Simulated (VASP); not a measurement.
Here is a VASP 6.6.1 calculation.

The input INCAR:

```
SYSTEM = Ni
PREC = Accurate
ENCUT = 520
EDIFF = 1E-6
ISMEAR = -1
SIGMA = 0.05
LREAL = .FALSE.
LASPH = .TRUE.
NELM = 150
ALGO = Normal
ISIF = 2
LWAVE = .FALSE.
LCHARG = .TRUE.
ISPIN = 2
MAGMOM = 1 1 1 1
LORBIT = 11
LMAXMIX = 4
LDIPOL = .TRUE.
IDIPOL = 3
DIPOL = 0.5 0.5 0.500
GGA = PS
LELF = .TRUE.
LVHAR = .TRUE.
LVACPOTAV = .TRUE.
NBANDS = 32
```

Contents of KPOINTS:

```
Automatic mesh
0
G
  10 10 1
  0 0 0
```

The input POSCAR:

```
Ni
1.0
    4.2368467844      0.0000000000      0.0000000000
    0.0000000000      4.0185732436      0.0000000000
    0.0000000000      0.0000000000     17.2231000000
Ni
4
Direct
    0.0833333330      0.7500000000      0.4644932586
    0.4166666670      0.2500000000      0.4644932586
    0.5833333330      0.7500000000      0.5355067414
    0.9166666670      0.2500000000      0.5355067414
```

Potentials or basis: VASP PAW PBE potentials, release 64 (Ni).

Launch:

```console
$ cat potpaw_PBE.64/Ni/POTCAR > POTCAR
$ mpirun -np 1 vasp_std > vasp.out
```

Problem. What does it give for the net moment?

Solution. 3.07 μB per cell.

Problem. Predict the site moments.

Solution. Ni +0.78 μB.

Forces in eV/Å, atoms in the order of the input:
```
Ni   0.028  0.000  1.157
Ni  -0.028  0.000  1.157
Ni   0.028  0.000 -1.157
Ni  -0.028  0.000 -1.157
```

Caveat: the PAW data sets were made with another functional, which shifts forces and pressure a little.
